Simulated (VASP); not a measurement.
LiCl:

```xyz
2
Lattice="0.0000 2.5560 2.5560 2.5560 0.0000 2.5560 2.5560 2.5560 0.0000" Properties=species:S:1:pos:R:3 pbc="T T T"
Li    0.0000    0.0000    0.0000
Cl    2.5560    2.5560    2.5560
```

Base run:

```yaml
Program: VASP 6.6.1
Functional: r2SCAN
Potentials_or_basis: VASP PAW PBE potentials, release 64 (Li_sv, Cl)
Cutoff: 520 eV
k_mesh: 6 × 6 × 6
Occupations: gaussian, width 0.01 eV
Spin: no spin polarisation
```

Its results: band gap on the k mesh 7.36 eV, direct.

Question: The run is repeated on the same cell with these changes: functional from r2SCAN to PBE; k mesh from 6 × 6 × 6 to 8 × 8 × 8. What comes out?

Answer: Band gap on the k mesh 6.40 eV, direct.

Several settings changed at once, so the effect can't be laid on one alone.

A k mesh can miss the band edges.
